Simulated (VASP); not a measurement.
# Sb in VASP: a series of runs, part 2 of 2

VASP 6.6.1.

### 3 Single point, PBEsol (atom 1 (Sb) moved by (-0.100, +0.000) A along x and z)

Input file INCAR:

```
PREC = Accurate
ENCUT = 520
EDIFF = 1E-6
ISMEAR = 0
SIGMA = 0.15
LREAL = F
LASPH = T
NELM = 80
ALGO = Normal
ISIF = 2
LWAVE = F
LCHARG = F
GGA = PS
NBANDS = 12
```

Input file KPOINTS:

```
regular mesh
0
Gamma
  18 18 10
```

Input file POSCAR:

```
Sb
1.0
    3.3690001795      0.0000000000      0.0000000000
   -1.6845000898      2.9176397408      0.0000000000
    0.0000000000      0.0000000000      5.3300000000
Sb
2
Direct
    0.3036509366      0.6666666667      0.2500000000
    0.6666666667      0.3333333333      0.7500000000
```

Potentials or basis: VASP PAW PBE potentials, release 64 (Sb).

Run with:

```
cat potpaw_PBE.64/Sb/POTCAR > POTCAR
mpirun -np 1 vasp_std > vasp.out
```

OUTCAR:

```text
PREC = Accurate
   ENCUT = 520
   EDIFF = 1E-6
   ISMEAR = 0
   LREAL = F
   LASPH = T
   NELM = 80
   ISIF = 2
   GGA = PS

 ion  position               nearest neighbor table
   1  0.304  0.667  0.250-   2 3.25   2 3.25   2 3.30   2 3.30   2 3.35   2 3.35
   2  0.667  0.333  0.750-   1 3.25   1 3.25   1 3.30   1 3.30   1 3.35   1 3.35

  LATTYP: Found a hexagonal cell.
 ALAT       =     3.3690001795
 C/A-ratio  =     1.5820717471

  Lattice vectors:

 A1 = (   3.3690001795,   0.0000000000,   0.0000000000)
 A2 = (  -1.6845000898,   2.9176397408,   0.0000000000)
 A3 = (   0.0000000000,   0.0000000000,   5.3300000000)

Analysis of symmetry for initial positions (statically):
=====================================================================
 Subroutine PRICEL returns:
 Original cell was already a primitive cell.

 Routine SETGRP: Setting up the symmetry group for a
 hexagonal supercell.

 Subroutine GETGRP returns: Found  4 space group operations
 (whereof  1 operations were pure point group operations)
 out of a pool of 24 trial point group operations.

The static configuration has the point symmetry C_1 .
 The point group associated with its full space group is C_2h.

Analysis of symmetry for dynamics (positions and initial velocities):
=====================================================================
 Subroutine PRICEL returns:
 Original cell was already a primitive cell.

 Routine SETGRP: Setting up the symmetry group for a
 hexagonal supercell.

 Subroutine GETGRP returns: Found  4 space group operations
 (whereof  1 operations were pure point group operations)
 out of a pool of 24 trial point group operations.

The dynamic configuration has the point symmetry C_1 .
 The point group associated with its full space group is C_2h.

 Subroutine INISYM returns: Found  4 space group operations
 (whereof  1 operations are pure point group operations),
 and found     1 'primitive' translations

----------------------------------------------------------------------------------------

                                     Primitive cell

  volume of cell :      52.3914

  direct lattice vectors                    reciprocal lattice vectors
     3.369000179  0.000000000  0.000000000     0.296823968  0.171371398  0.000000000
    -1.684500090  2.917639741  0.000000000     0.000000000  0.342742795  0.000000000
     0.000000000  0.000000000  5.330000000     0.000000000  0.000000000  0.187617261

  length of vectors
     3.369000179  3.369000180  5.330000000     0.342742795  0.342742795  0.187617261

  position of ions in fractional coordinates (direct lattice)
     0.303650937  0.666666667  0.250000000
     0.666666667  0.333333333  0.750000000

  ion indices of the primitive-cell ions
   primitive index   ion index
                 1           1
                 2           2

----------------------------------------------------------------------------------------

 KPOINTS: regular mesh

Automatic generation of k-mesh.
[... 26 lines left out ...]
 -0.055556  0.055556  0.000000      2.000000
  0.111111  0.000000  0.000000      2.000000
  0.000000  0.111111  0.000000      2.000000
[... 16 lines left out ...]
  0.444444 -0.000000  0.000000      2.000000
  0.000000  0.444444  0.000000      2.000000
 [... further k-points ...]
   k-points           NKPTS =    984   k-points in BZ     NKDIM =    984   number of bands    NBANDS=     12
   number of dos      NEDOS =    301   number of ions     NIONS =      2
   total plane-waves  NPLWV =  31360
   dimension x,y,z NGX =    28 NGY =   28 NGZ =   40
   dimension x,y,z NGXF=    56 NGYF=   56 NGZF=   80
   ions per type =               2
   NGX,Y,Z   is equivalent  to a cutoff of  13.82, 13.82, 12.48 a.u.
   NGXF,Y,Z  is equivalent  to a cutoff of  27.63, 27.63, 24.95 a.u.
 SYSTEM =  unknown system
   PREC   = accura    normal or accurate (medium, high low for compatibility)
   ISTART =      0    job   : 0-new  1-cont  2-samecut
   ICHARG =      2    charge: 1-file 2-atom 10-const
   ISPIN  =      1    spin polarized calculation?
   LNONCOLLINEAR =      F non collinear calculations
   LSORBIT =      F    spin-orbit coupling
   LASPH  =      T    aspherical Exc in radial PAW
   ENCUT  =  520.0 eV  38.22 Ry    6.18 a.u.   6.26  6.26  9.91*2*pi/ulx,y,z
   NELM   =     80;   NELMIN=  2; NELMDL= -5     # of ELM steps
   EDIFF  = 0.1E-05   stopping-criterion for ELM
   LREAL  =      F    real-space projection
   EDIFFG = 0.1E-04   stopping-criterion for IOM
   NSW    =      0    number of steps for IOM
   IBRION =     -1    ionic relax: 0-MD 1-quasi-New 2-CG
   NFREE  =      0    steps in history (QN), initial steepest desc. (CG)
   ISIF   =      2    stress and relaxation
   ISYM   =      2    0-nonsym 1-usesym 2-fastsym
   POTIM  = 0.5000    time-step for ionic-motion
   TEBEG  =    0.0;   TEEND  =   0.0 temperature during run
   PSTRESS=    0.0 pullay stress
   NELECT =      10.0000    total number of electrons
   NUPDOWN=      -1.0000    fix difference up-down
   EMIN   =  10.00;   EMAX   =-10.00  energy-range for DOS
   EFERMI =   0.00;   METHOD = LEGACY
   ISMEAR =     0;   SIGMA  =   0.15  broadening in eV -4-tet -1-fermi 0-gaus
   EFERMI_NEDOS =   21; number of points for ismear=-14 and -15
   IALGO  =     38    algorithm
   IMIX   =      4    mixing-type and parameters
     AMIX     =   0.40;   BMIX     =  1.00
     AMIX_MAG =   1.60;   BMIX_MAG =  1.00
  volume/ion in A,a.u.               =      26.20       176.78
  Fermi-wavevector in a.u.,A,eV,Ry     =   0.942587  1.781231 12.088376  0.888471
  Thomas-Fermi vector in A             =   2.070211
   LORBIT       =      0    0 simple, 1 ext, 2 COOP (PROOUT), +10 PAW based schemes
   GGA     = PS    functional components
   LHFCALC =     F    Hartree Fock is set to
   AEXX    =    0.0000 exact exchange contribution
   IVDW    =     0    specifies the selected vdW correction
   LEPSILON=     F    determine dielectric tensor
   LRPA    =     F    only Hartree local field effects (RPA)
 non-spin polarized calculation
 Gauss-broadening in eV      SIGMA  =   0.15
  energy-cutoff  :      520.00
  volume of cell :       52.39
 maximum number of plane-waves:      1448
 NGX is ok and might be reduce to    28
   NGX = 13   NGY = 13   NGZ = 19

 number of electron      10.0000000 magnetization

 Free energy of the ion-electron system (eV)
  ---------------------------------------------------
  ext. energy  EPLUGINS =         0.00000000
  ---------------------------------------------------
  free energy    TOTEN  =        -8.67818430 eV

  energy without entropy =       -8.66215655  energy(sigma->0) =       -8.67017042

 E-fermi :   8.7159     XC(G=0): -10.4505

 val. band max:        8.7139724982   @ k =  -0.1111   0.4444   0.5000
 cond. band min:       8.7163196087   @ k =   0.1667   0.0000   0.0000
 fundamental gap:      0.0023471105
 Fermi energy:         8.7158885801

 k-point     1 :       0.0000    0.0000    0.0000
  band No.  band energies     occupation
      1      -4.4217      2.00000
      2      -0.1892      2.00000
      3       2.7898      2.00000
      4      11.9369      0.00000
      5      12.2388      0.00000
      6      13.6710      0.00000
      7      14.0661      0.00000
      8      14.8168      0.00000
      9      16.1690      0.00000
     10      17.5553      0.00000
     11      18.5019      0.00000
     12      18.8525      0.00000
[... 331 lines left out ...]
 k-point    24 :       0.0000    0.4444    0.0000
  band No.  band energies     occupation
      1      -1.2176      2.00000
      2       0.8449      2.00000
      3       4.3374      2.00000
      4       6.0215      2.00000
      5       6.2891      2.00000
      6       8.9420      0.03301
      7       8.9508      0.02677
      8      12.3798      0.00000
      9      13.2492      0.00000
     10      16.3140      0.00000
     11      17.5077      0.00000
     12      17.8120      0.00000

 [... further k-points ...]

------------------------ aborting loop because EDIFF is reached ----------------------------------------

  FORCE on cell =-STRESS in cart. coord.  units (eV):
  Direction    XX          YY          ZZ          XY          YZ          ZX
  --------------------------------------------------------------------------------------
  -------------------------------------------------------------------------------------
  Total       -0.2101190     -0.2078799      0.3513892      0.0823687      0.0000000      0.0000000
  in kB       -6.4256328     -6.3571594     10.7458080      2.5189114      0.0000000      0.0000000
  external PRESSURE =      -0.6789948 kB  Pullay stress =       0.0000000 kB

 VOLUME and BASIS-vectors are now :
 -----------------------------------------------------------------------------
  energy-cutoff  :      520.00
  volume of cell :       52.39
      direct lattice vectors                 reciprocal lattice vectors
     3.369000179  0.000000000  0.000000000     0.296823968  0.171371398  0.000000000
    -1.684500090  2.917639741  0.000000000     0.000000000  0.342742795  0.000000000
     0.000000000  0.000000000  5.330000000     0.000000000  0.000000000  0.187617261

 POSITION                                       TOTAL-FORCE (eV/Angst)
 -----------------------------------------------------------------------------------
     -0.10000      1.94509      1.33250        -0.024334     -0.002738      0.000000
      1.68450      0.97255      3.99750         0.024334      0.002738      0.000000
 -----------------------------------------------------------------------------------
    total drift:                               -0.000000      0.000000      0.000000

  FREE ENERGIE OF THE ION-ELECTRON SYSTEM (eV)
  ---------------------------------------------------
  free  energy   TOTEN  =        -8.6781842974 eV

  energy  without entropy=       -8.6621565483  energy(sigma->0) =       -8.67017042
```

stdout:

```text
POSCAR found type information on POSCAR Sb
 POSCAR found :  1 types and       2 ions
 scaLAPACK will be used
 -----------------------------------------------------------------------------
|                                                                             |
|                                                                             |
|     You enforced a specific xc type in the INCAR file but a different       |
|     I HOPE YOU KNOW WHAT YOU ARE DOING!                                     |
|                                                                             |
 -----------------------------------------------------------------------------

 LDA part: xc-table for (Slater+PW92), standard interpolation
 POSCAR, INCAR and KPOINTS ok, starting setup
 FFT: planning ... GRIDC
 FFT: planning ... GRID_SOFT
 FFT: planning ... GRID
 WAVECAR not read
 entering main loop
```

It took 6.9 min on 1 thread of Intel Xeon 8259CL, shared host; peak memory 0.62 GiB.

What came out:

```
Free energy            : -8.6782 eV
Pressure               : -0.1 GPa
Largest force          : 0.024 eV/Å
Band gap on the k mesh : zero (bands 5 and 6 overlap by 7.54 eV)
```

Forces in eV/Å, atoms in the order of the input:
```
Sb  -0.024 -0.003  0.000
Sb   0.024  0.003  0.000
```

Levels at points of the mesh, in eV from the Fermi level:
```csv
k point,band 1,band 2,band 3,band 4,band 5,band 6,band 7,band 8,band 9,band 10
"(0.00, 0.00, 0.00)",-13.14,-8.91,-5.93,3.22,3.52,4.96,5.35,6.10,7.45,8.84
"(0.50, 0.00, 0.00)",-9.44,-8.37,-4.07,-2.95,-2.18,-0.47,0.17,3.75,4.33,7.71
"(0.00, 0.50, 0.00)",-9.57,-8.17,-4.21,-2.87,-2.38,-0.16,0.17,3.61,4.48,7.55
"(0.50, 0.50, 0.00)",-9.67,-7.98,-4.35,-2.79,-2.55,0.13,0.14,3.75,4.32,7.36
"(0.00, 0.00, 0.50)",-11.81,-11.81,-0.41,-0.41,4.23,4.23,4.29,4.29,8.45,8.45
"(0.50, 0.00, 0.50)",-8.55,-8.55,-5.54,-5.54,1.50,1.50,2.14,2.14,5.78,5.78
"(0.00, 0.50, 0.50)",-8.59,-8.59,-5.47,-5.47,1.46,1.46,2.12,2.12,5.79,5.79
"(0.50, 0.50, 0.50)",-8.63,-8.63,-5.39,-5.39,1.49,1.49,2.02,2.02,5.81,5.81
```

Caveat: the cell differs from its parent crystal (atom 1 (Sb) moved by (-0.100, +0.000) A along x and z); the PAW data sets were made with another functional, which shifts forces and pressure a little; spin-orbit coupling is left out, which moves the levels of the heavy elements.
